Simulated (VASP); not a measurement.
# Zr (Fm-3m) in VASP: single point with LDA+U

Aim: the single point of Zr with LDA+U.

Program: VASP 6.6.1. These are calculated values, not measurements. Logs are shortened: lines on timing, memory, paths and dates and some standing lists are left out, and cuts for length are marked.

**1. The cell of the first run**

It takes space group Fm-3m (No. 225, cubic). The conventional cell has a = 4.510 Å, b = 4.510 Å, c = 4.510 Å, α = 90.00°, β = 90.00°, γ = 90.00°. Within 4.2 Å of Zr (site symmetry m-3m) lie 12 Zr at 3.19 Å.

This isn't the form of Zr at room conditions, which is hcp.

**2. Single point, LDA+U**

The input, POSCAR:

```
Zr
1.0
    0.0000000000      2.2550000000      2.2550000000
    2.2550000000      0.0000000000      2.2550000000
    2.2550000000      2.2550000000      0.0000000000
Zr
1
Direct
    0.0000000000      0.0000000000      0.0000000000
```

The input, INCAR.step1:

```
SYSTEM = Zr
ALGO = Fast ; EDIFF = 1E-6
ENCUT = 520 ; ISIF = 2
ISMEAR = -1 ; LASPH = .True.
LCHARG = .True. ; LDAU = .True.
LDAUJ = 0 ; LDAUL = 2
LDAUPRINT = 1 ; LDAUTYPE = 2
LDAUU = 7 ; LMAXMIX = 4
LREAL = .False. ; LWAVE = .False.
NBANDS = 12 ; NELM = 150
PREC = Accurate ; SIGMA = 0.1
```

The input, KPOINTS.step1:

```
k-points
0
Gamma
  10 10 10
  0 0 0
```

The input, INCAR.step2:

```
SYSTEM = Zr
ALGO = Fast ; EDIFF = 1E-6
ENCUT = 520 ; ICHARG = 11
ISIF = 2 ; ISMEAR = -5
LASPH = .True. ; LCHARG = .False.
LDAU = .True. ; LDAUJ = 0
LDAUL = 2 ; LDAUPRINT = 1
LDAUTYPE = 2 ; LDAUU = 7
LMAXMIX = 4 ; LORBIT = 10
LREAL = .False. ; LWAVE = .False.
NBANDS = 12 ; NEDOS = 1001
NELM = 150 ; PREC = Accurate
SIGMA = 0.1
```

The input, KPOINTS.step2:

```
k-points
0
Gamma
  15 15 15
  0 0 0
```

Potentials or basis: VASP PAW LDA potentials, release 64 (Zr_sv).

Run with:

```
$ cat potpaw_LDA.64/Zr_sv/POTCAR > POTCAR
$ cp INCAR.step1 INCAR
$ cp KPOINTS.step1 KPOINTS
$ mpirun -np 1 vasp_std > vasp.out
$ cp INCAR.step2 INCAR
$ cp KPOINTS.step2 KPOINTS
$ mpirun -np 1 vasp_std > vasp.out
```

OUTCAR:

```text
SYSTEM = Zr
   EDIFF = 1E-6
   ENCUT = 520
   ICHARG = 11
   ISIF = 2
   ISMEAR = -5
   LASPH = .True.
   LORBIT = 10
   LREAL = .False.
   NELM = 150
   PREC = Accurate

 ion  position               nearest neighbor table
   1  0.000  0.000  0.000-

  LATTYP: Found a face centered cubic cell.
 ALAT       =     4.5100000000

  Lattice vectors:

 A1 = (   0.0000000000,   2.2550000000,   2.2550000000)
 A2 = (   2.2550000000,   0.0000000000,   2.2550000000)
 A3 = (   2.2550000000,   2.2550000000,   0.0000000000)

Analysis of symmetry for initial positions (statically):
=====================================================================
 Subroutine PRICEL returns:
 Original cell was already a primitive cell.

 Routine SETGRP: Setting up the symmetry group for a
 face centered cubic supercell.

 Subroutine GETGRP returns: Found 48 space group operations
 (whereof 48 operations were pure point group operations)
 out of a pool of 48 trial point group operations.

The static configuration has the point symmetry O_h .

Analysis of symmetry for dynamics (positions and initial velocities):
=====================================================================
 Subroutine PRICEL returns:
 Original cell was already a primitive cell.

 Routine SETGRP: Setting up the symmetry group for a
 face centered cubic supercell.

 Subroutine GETGRP returns: Found 48 space group operations
 (whereof 48 operations were pure point group operations)
 out of a pool of 48 trial point group operations.

The dynamic configuration has the point symmetry O_h .

 Subroutine INISYM returns: Found 48 space group operations
 (whereof 48 operations are pure point group operations),
 and found     1 'primitive' translations

----------------------------------------------------------------------------------------

                                     Primitive cell

  volume of cell :      22.9335

  direct lattice vectors                    reciprocal lattice vectors
     0.000000000  2.255000000  2.255000000    -0.221729490  0.221729490  0.221729490
     2.255000000  0.000000000  2.255000000     0.221729490 -0.221729490  0.221729490
[... 151 lines left out ...]
  o =  0.0958  v =  0.0000 -0.0000  0.0000 -0.0000  1.0000  0.0000  0.0000  0.0000  0.0000  0.0000      0.0000  0.0000  0.0000  0.0000  0.0000  0.0000  0.0000  0.0000  0.0000  0.0000
  o =  0.0958  v =  0.0000  0.0000  0.0000  0.0000  0.0000  0.0000 -0.0000  0.0000 -0.0000  1.0000      0.0000  0.0000  0.0000  0.0000  0.0000  0.0000  0.0000  0.0000  0.0000  0.0000
  o =  0.1590  v =  1.0000  0.0000  0.0000  0.0000  0.0000  0.0000  0.0000  0.0000  0.0000  0.0000      0.0000  0.0000  0.0000  0.0000  0.0000  0.0000  0.0000  0.0000  0.0000  0.0000
  o =  0.1590  v =  0.0000  0.0000  0.0000  0.0000  0.0000  1.0000  0.0000  0.0000  0.0000  0.0000      0.0000  0.0000  0.0000  0.0000  0.0000  0.0000  0.0000  0.0000  0.0000  0.0000
  o =  0.1590  v =  0.0000  0.0000  0.0000  0.0000  0.0000  0.0000  0.9999 -0.0000 -0.0129  0.0000      0.0000  0.0000  0.0000  0.0000  0.0000  0.0000  0.0000  0.0000  0.0000  0.0000
  o =  0.1590  v =  0.0000  0.9999 -0.0000 -0.0129  0.0000  0.0000  0.0000  0.0000  0.0000  0.0000      0.0000  0.0000  0.0000  0.0000  0.0000  0.0000  0.0000  0.0000  0.0000  0.0000
  o =  0.1590  v =  0.0000  0.0000  0.0000  0.0000  0.0000  0.0000 -0.0129  0.0000 -0.9999 -0.0000      0.0000  0.0000  0.0000  0.0000  0.0000  0.0000  0.0000  0.0000  0.0000  0.0000
  o =  0.1590  v =  0.0000 -0.0129  0.0000 -0.9999 -0.0000  0.0000  0.0000  0.0000  0.0000  0.0000      0.0000  0.0000  0.0000  0.0000  0.0000  0.0000  0.0000  0.0000  0.0000  0.0000

 number of electron      12.0000000 magnetization

 Free energy of the ion-electron system (eV)
  ---------------------------------------------------
  ext. energy  EPLUGINS =         0.00000000
  ---------------------------------------------------
  free energy    TOTEN  =        -4.74705967 eV

  energy without entropy =       -4.74705967  energy(sigma->0) =       -4.74705967

 E-fermi :   9.8218     XC(G=0): -11.4381

 val. band max:        9.8436966779   @ k =   0.4667   0.0667   0.0000
 cond. band min:       9.7679306648   @ k =  -0.2667   0.2667   0.0667
 fundamental gap:     -0.0757660131
 Fermi energy:         9.8217554485

 k-point     1 :       0.0000    0.0000    0.0000
  band No.  band energies     occupation
      1     -40.1951      2.00000
      2     -17.7816      2.00000
      3     -17.7816      2.00000
      4     -17.7816      2.00000
      5       3.2791      2.00000
      6      11.3067      0.00000
      7      11.3067      0.00000
      8      11.3067      0.00000
      9      14.2862      0.00000
     10      14.2862      0.00000
     11      19.4464      0.00000
     12      23.6281      0.00000
[... 331 lines left out ...]
 k-point    24 :       0.2000    0.1333    0.0000
  band No.  band energies     occupation
      1     -40.1434      2.00000
      2     -18.0664      2.00000
      3     -17.8700      2.00000
      4     -17.8620      2.00000
      5       4.4994      2.00000
      6      10.0566      0.06416
      7      11.8686      0.00000
      8      11.9591      0.00000
      9      12.8199      0.00000
     10      14.6578      0.00000
     11      21.9879      0.00000
     12      22.5806      0.00000

 [... further k-points ...]

------------------------ aborting loop because EDIFF is reached ----------------------------------------

  FORCE on cell =-STRESS in cart. coord.  units (eV):
  Direction    XX          YY          ZZ          XY          YZ          ZX
  --------------------------------------------------------------------------------------
  -------------------------------------------------------------------------------------
  Total        2.2220102      2.2220102      2.2220102      0.0000000     -0.0000000      0.0000000
  in kB      155.2340509    155.2340509    155.2340509      0.0000000     -0.0000000      0.0000000
  external PRESSURE =     155.2340509 kB  Pullay stress =       0.0000000 kB

 VOLUME and BASIS-vectors are now :
 -----------------------------------------------------------------------------
  energy-cutoff  :      520.00
  volume of cell :       22.93
      direct lattice vectors                 reciprocal lattice vectors
     0.000000000  2.255000000  2.255000000    -0.221729490  0.221729490  0.221729490
     2.255000000  0.000000000  2.255000000     0.221729490 -0.221729490  0.221729490
     2.255000000  2.255000000  0.000000000     0.221729490  0.221729490 -0.221729490

 POSITION                                       TOTAL-FORCE (eV/Angst)
 -----------------------------------------------------------------------------------
      0.00000      0.00000      0.00000         0.000000     -0.000000     -0.000000
 -----------------------------------------------------------------------------------
    total drift:                               -0.000000     -0.000000     -0.000000

  FREE ENERGIE OF THE ION-ELECTRON SYSTEM (eV)
  ---------------------------------------------------
  free  energy   TOTEN  =        -4.7470596745 eV

  energy  without entropy=       -4.7470596745  energy(sigma->0) =       -4.74705967

 total charge

# of ion       s       p       d       tot
------------------------------------------
    1        2.272   6.017   1.309   9.597
```

It took 12 s on 1 thread of Intel Xeon 6975P-C (Granite Rapids), shared host; peak memory 0.14 GiB.

What came out:

* Valence electrons inside the program's atomic spheres: Zr 9.60

Levels at points of the mesh, in eV from the Fermi level:
| k point | band 4 | band 5 | band 6 | band 7 | band 8 | band 9 |
| --- | --- | --- | --- | --- | --- | --- |
| (0.00, 0.00, 0.00) | -27.60 | -6.54 | 1.48 | 1.48 | 1.48 | 4.46 |

Eigenvalues of the final occupation matrices:
```tsv
site	spin	trace	eigenvalues
site 1 d	1	0.67	0.10 0.10 0.16 0.16 0.16
site 1 d	2	0.67	0.10 0.10 0.16 0.16 0.16
```

Caveat: U without spin polarisation on a metal has little footing; the U is typed as a test and isn't derived for this compound.
